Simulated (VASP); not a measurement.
# KCl (P6_3/mmc) in VASP: single point with r2SCAN

Aim: the single point of KCl with r2SCAN.

Everything below comes from runs of VASP 6.6.1. Logs are shortened: lines on timing, memory, paths and dates and some standing lists are left out, and cuts for length are marked.

**1. The cell of the first run**

It takes space group P6_3/mmc (No. 194, hexagonal). The conventional cell has a = 5.449 Å, b = 5.449 Å, c = 6.362 Å, α = 90.00°, β = 90.00°, γ = 120.00°. K (site symmetry -6m2) has 5 Cl at 3.15 to 3.18 Å within 4.1 Å. Within 4.1 Å of Cl (site symmetry -6m2) lie 5 K at 3.15 to 3.18 Å.

**2. Single point, r2SCAN (volume changed by +6%)**

The input, POSCAR:

```
KCl
1.0
    5.4486104788      0.0000000000      0.0000000000
   -2.7243052394      4.7186350899      0.0000000000
    0.0000000000      0.0000000000      6.3615348253
K Cl
2 2
Direct
    0.3333333333      0.6666666667     -0.0625000000
    0.6666666667      0.3333333333      0.4375000000
    0.3333333333      0.6666666667      0.4375000000
    0.6666666667      0.3333333333      0.9375000000
```

The input, INCAR.step1:

```
SYSTEM = KCl
PREC = Accurate
ENCUT = 520
ISMEAR = 0
SIGMA = 0.01
LREAL = .False.
LASPH = .True.
NELM = 60
NBANDS = 24
GGA = PE
ALGO = Normal
EDIFF = 1E-4
LWAVE = .True.
LCHARG = .False.
```

The input, INCAR.step2:

```
SYSTEM = KCl
PREC = Accurate
ENCUT = 520
EDIFF = 1E-6
ISMEAR = 0
SIGMA = 0.01
LREAL = .False.
LASPH = .True.
NELM = 60
ALGO = Normal
ISIF = 2
LWAVE = .False.
LCHARG = .True.
METAGGA = R2SCAN
LMIXTAU = .True.
LELF = .True.
LVHAR = .True.
NBANDS = 24
ISTART = 1
```

The input, KPOINTS:

```
Automatic mesh
0
Gamma
  6 6 4
  0 0 0
```

Potentials or basis: VASP PAW PBE potentials, release 64 (K_sv, Cl).

The run is started by

```console
$ cat potpaw_PBE.64/K_sv/POTCAR potpaw_PBE.64/Cl/POTCAR > POTCAR
$ cp INCAR.step1 INCAR
$ mpirun -np 1 vasp_std > vasp.out
$ cp INCAR.step2 INCAR
$ mpirun -np 1 vasp_std > vasp.out
```

OUTCAR:

```text
SYSTEM = KCl
   PREC = Accurate
   ENCUT = 520
   EDIFF = 1E-6
   ISMEAR = 0
   LREAL = .False.
   LASPH = .True.
   NELM = 60
   ISIF = 2
   METAGGA = R2SCAN
   ISTART = 1

 ion  position               nearest neighbor table
   1  0.333  0.667  0.938-   4 3.15   4 3.15   4 3.15   3 3.18   3 3.18
   2  0.667  0.333  0.438-   3 3.15   3 3.15   3 3.15   4 3.18   4 3.18
   3  0.333  0.667  0.438-   2 3.15   2 3.15   2 3.15   1 3.18   1 3.18
   4  0.667  0.333  0.938-   1 3.15   1 3.15   1 3.15   2 3.18   2 3.18

  LATTYP: Found a hexagonal cell.
 ALAT       =     5.4486104788
 C/A-ratio  =     1.1675517731

  Lattice vectors:

 A1 = (   5.4486104788,   0.0000000000,   0.0000000000)
 A2 = (  -2.7243052394,   4.7186350899,   0.0000000000)
 A3 = (   0.0000000000,   0.0000000000,   6.3615348253)

Analysis of symmetry for initial positions (statically):
=====================================================================
 Subroutine PRICEL returns:
 Original cell was already a primitive cell.

 Routine SETGRP: Setting up the symmetry group for a
 hexagonal supercell.

 Subroutine GETGRP returns: Found 24 space group operations
 (whereof  6 operations were pure point group operations)
 out of a pool of 24 trial point group operations.

The static configuration has the point symmetry C_3v.
 The point group associated with its full space group is D_6h.

Analysis of symmetry for dynamics (positions and initial velocities):
=====================================================================
 Subroutine PRICEL returns:
 Original cell was already a primitive cell.

 Routine SETGRP: Setting up the symmetry group for a
 hexagonal supercell.

 Subroutine GETGRP returns: Found 24 space group operations
 (whereof  6 operations were pure point group operations)
 out of a pool of 24 trial point group operations.

The dynamic configuration has the point symmetry C_3v.
 The point group associated with its full space group is D_6h.

 Subroutine INISYM returns: Found 24 space group operations
 (whereof  6 operations are pure point group operations),
 and found     1 'primitive' translations

----------------------------------------------------------------------------------------

                                     Primitive cell

  volume of cell :     163.5551

  direct lattice vectors                    reciprocal lattice vectors
     5.448610479  0.000000000  0.000000000     0.183533032  0.105962845  0.000000000
    -2.724305239  4.718635090  0.000000000     0.000000000  0.211925691  0.000000000
     0.000000000  0.000000000  6.361534825     0.000000000  0.000000000  0.157194769

  length of vectors
     5.448610479  5.448610479  6.361534825     0.211925691  0.211925691  0.157194769

  position of ions in fractional coordinates (direct lattice)
     0.333333333  0.666666667  0.937500000
     0.666666667  0.333333333  0.437500000
     0.333333333  0.666666667  0.437500000
     0.666666667  0.333333333  0.937500000

  ion indices of the primitive-cell ions
   primitive index   ion index
                 1           1
                 2           2
                 3           3
                 4           4

----------------------------------------------------------------------------------------

 KPOINTS: Automatic mesh

Automatic generation of k-mesh.
 Grid dimensions read from file:
 generate k-points for:    6    6    4

 Generating k-lattice:

  Cartesian coordinates                     Fractional coordinates (reciprocal lattice)
     0.030588839  0.017660474  0.000000000     0.166666667 -0.000000000  0.000000000
     0.000000000  0.035320948  0.000000000     0.000000000  0.166666667  0.000000000
     0.000000000  0.000000000  0.039298692     0.000000000  0.000000000  0.250000000

  Length of vectors
     0.035320948  0.035320948  0.039298692

  Shift w.r.t. Gamma in fractional coordinates (k-lattice)
     0.000000000  0.000000000  0.000000000

 Subroutine IBZKPT returns following result:
 ===========================================

 Found     21 irreducible k-points:

 Following reciprocal coordinates:
            Coordinates               Weight
  0.000000  0.000000  0.000000      1.000000
  0.166667 -0.000000  0.000000      6.000000
  0.333333 -0.000000  0.000000      6.000000
  0.500000  0.000000  0.000000      3.000000
  0.166667  0.166667  0.000000      6.000000
  0.333333  0.166667  0.000000     12.000000
[... 13 lines left out ...]
  0.333333  0.166667  0.500000     12.000000
  0.333333  0.333333  0.500000      2.000000
   k-points           NKPTS =     21   k-points in BZ     NKDIM =     21   number of bands    NBANDS=     24
   number of dos      NEDOS =    301   number of ions     NIONS =      4
   total plane-waves  NPLWV =  84672
   dimension x,y,z NGX =    42 NGY =   42 NGZ =   48
   dimension x,y,z NGXF=    84 NGYF=   84 NGZF=   96
   ions per type =               2   2
   NGX,Y,Z   is equivalent  to a cutoff of  12.81, 12.81, 12.54 a.u.
   NGXF,Y,Z  is equivalent  to a cutoff of  25.63, 25.63, 25.09 a.u.
 SYSTEM =  KCl
   PREC   = accura    normal or accurate (medium, high low for compatibility)
   ISTART =      1    job   : 0-new  1-cont  2-samecut
   ICHARG =      0    charge: 1-file 2-atom 10-const
   ISPIN  =      1    spin polarized calculation?
   LNONCOLLINEAR =      F non collinear calculations
   LSORBIT =      F    spin-orbit coupling
   LASPH  =      T    aspherical Exc in radial PAW
   ENCUT  =  520.0 eV  38.22 Ry    6.18 a.u.  10.13 10.13 11.83*2*pi/ulx,y,z
   NELM   =     60;   NELMIN=  2; NELMDL=  0     # of ELM steps
   EDIFF  = 0.1E-05   stopping-criterion for ELM
   LREAL  =      F    real-space projection
   EDIFFG = 0.1E-04   stopping-criterion for IOM
   NSW    =      0    number of steps for IOM
   IBRION =     -1    ionic relax: 0-MD 1-quasi-New 2-CG
   NFREE  =      0    steps in history (QN), initial steepest desc. (CG)
   ISIF   =      2    stress and relaxation
   ISYM   =      2    0-nonsym 1-usesym 2-fastsym
   POTIM  = 0.5000    time-step for ionic-motion
   TEBEG  =    0.0;   TEEND  =   0.0 temperature during run
   PSTRESS=    0.0 pullay stress
   NELECT =      32.0000    total number of electrons
   NUPDOWN=      -1.0000    fix difference up-down
   EMIN   =  10.00;   EMAX   =-10.00  energy-range for DOS
   EFERMI =   0.00;   METHOD = LEGACY
   ISMEAR =     0;   SIGMA  =   0.01  broadening in eV -4-tet -1-fermi 0-gaus
   EFERMI_NEDOS =   21; number of points for ismear=-14 and -15
   IALGO  =     38    algorithm
   IMIX   =      4    mixing-type and parameters
     AMIX     =   0.40;   BMIX     =  1.00
     AMIX_MAG =   1.60;   BMIX_MAG =  1.00
  volume/ion in A,a.u.               =      40.89       275.93
  Fermi-wavevector in a.u.,A,eV,Ry     =   0.950394  1.795983 12.289433  0.903248
  Thomas-Fermi vector in A             =   2.078766
   LORBIT       =      0    0 simple, 1 ext, 2 COOP (PROOUT), +10 PAW based schemes
   METAGGA = R2SCAN    functional components
   LHFCALC =     F    Hartree Fock is set to
   AEXX    =    0.0000 exact exchange contribution
   IVDW    =     0    specifies the selected vdW correction
   LEPSILON=     F    determine dielectric tensor
   LRPA    =     F    only Hartree local field effects (RPA)
 non-spin polarized calculation
 Gauss-broadening in eV      SIGMA  =   0.01
  energy-cutoff  :      520.00
  volume of cell :      163.56
 maximum number of plane-waves:      4445
 NGX is ok and might be reduce to    42
   NGX = 21   NGY = 21   NGZ = 23

 number of electron      31.9999996 magnetization

 Free energy of the ion-electron system (eV)
  ---------------------------------------------------
  ext. energy  EPLUGINS =         0.00000000
  ---------------------------------------------------
  free energy    TOTEN  =       -32.72527551 eV

  energy without entropy =      -32.72527551  energy(sigma->0) =      -32.72527551

 E-fermi :  -3.1347     XC(G=0):  -6.5954

 val. band max:       -3.2108260999   @ k =   0.0000   0.0000   0.0000
 cond. band min:       2.0492657502   @ k =   0.0000   0.0000   0.0000
 fundamental gap:      5.2600918500
 Fermi energy:        -3.1347115933

 k-point     1 :       0.0000    0.0000    0.0000
  band No.  band energies     occupation
      1     -31.7834      2.00000
      2     -31.7745      2.00000
      3     -15.7653      2.00000
      4     -15.6900      2.00000
      5     -14.5560      2.00000
      6     -14.5352      2.00000
[... 16 lines left out ...]
     23       6.5318      0.00000
     24       6.5321      0.00000

 k-point     2 :       0.1667   -0.0000    0.0000
  band No.  band energies     occupation
      1     -31.7827      2.00000
      2     -31.7748      2.00000
      3     -15.7897      2.00000
      4     -15.7261      2.00000
      5     -14.5500      2.00000
      6     -14.5384      2.00000
[... 16 lines left out ...]
     23       6.4746      0.00000
     24       6.8269      0.00000

 k-point     3 :       0.3333   -0.0000    0.0000
  band No.  band energies     occupation
      1     -31.7810      2.00000
      2     -31.7759      2.00000
      3     -15.8326      2.00000
      4     -15.7944      2.00000
      5     -14.5445      2.00000
      6     -14.5347      2.00000
[... 16 lines left out ...]
     23       6.6562      0.00000
     24       6.6617      0.00000
[... 433 lines left out ...]
 k-point    20 :       0.3333    0.1667    0.5000
  band No.  band energies     occupation
      1     -31.7782      2.00000
      2     -31.7782      2.00000
      3     -15.9209      2.00000
      4     -15.9209      2.00000
      5     -14.5256      2.00000
      6     -14.5256      2.00000
[... 16 lines left out ...]
     23       6.7079      0.00000
     24       6.7079      0.00000

 k-point    21 :       0.3333    0.3333    0.5000
  band No.  band energies     occupation
      1     -31.7781      2.00000
      2     -31.7781      2.00000
      3     -15.9319      2.00000
      4     -15.9319      2.00000
      5     -14.5292      2.00000
      6     -14.5292      2.00000
[... 16 lines left out ...]
     23       6.6097      0.00000
     24       6.6097      0.00000

------------------------ aborting loop because EDIFF is reached ----------------------------------------

  FORCE on cell =-STRESS in cart. coord.  units (eV):
  Direction    XX          YY          ZZ          XY          YZ          ZX
  --------------------------------------------------------------------------------------
  -------------------------------------------------------------------------------------
  Total       -0.7121950     -0.7121950     -0.8698457     -0.0000000      0.0000000      0.0000000
  in kB       -6.9766262     -6.9766262     -8.5209643     -0.0000000      0.0000000      0.0000000
  external PRESSURE =      -7.4914055 kB  Pullay stress =       0.0000000 kB

 VOLUME and BASIS-vectors are now :
 -----------------------------------------------------------------------------
  energy-cutoff  :      520.00
  volume of cell :      163.56
      direct lattice vectors                 reciprocal lattice vectors
     5.448610479  0.000000000  0.000000000     0.183533032  0.105962845  0.000000000
    -2.724305239  4.718635090  0.000000000     0.000000000  0.211925691  0.000000000
     0.000000000  0.000000000  6.361534825     0.000000000  0.000000000  0.157194769

 POSITION                                       TOTAL-FORCE (eV/Angst)
 -----------------------------------------------------------------------------------
     -0.00000      3.14576      5.96394         0.000000     -0.000000      0.000000
      2.72431      1.57288      2.78317        -0.000000      0.000000     -0.000000
     -0.00000      3.14576      2.78317         0.000000     -0.000000     -0.000000
      2.72431      1.57288      5.96394         0.000000      0.000000      0.000000
 -----------------------------------------------------------------------------------
    total drift:                               -0.000000      0.000000      0.000000

  FREE ENERGIE OF THE ION-ELECTRON SYSTEM (eV)
  ---------------------------------------------------
  free  energy   TOTEN  =       -32.7252755074 eV

  energy  without entropy=      -32.7252755074  energy(sigma->0) =      -32.72527551
```

Run time: 5.3 min. Hardware: 1 thread of Oxide Virtual Turin-like, shared host; peak memory 0.3 GiB.

What came out:

| Quantity | Value |
| --- | --- |
| Free energy | -32.7253 eV |
| Pressure | -0.7 GPa |
| Band gap on the k mesh | 5.26 eV, direct |

Caveat: the PAW data sets were made with another functional, which shifts forces and pressure a little. A k mesh can miss the band edges.
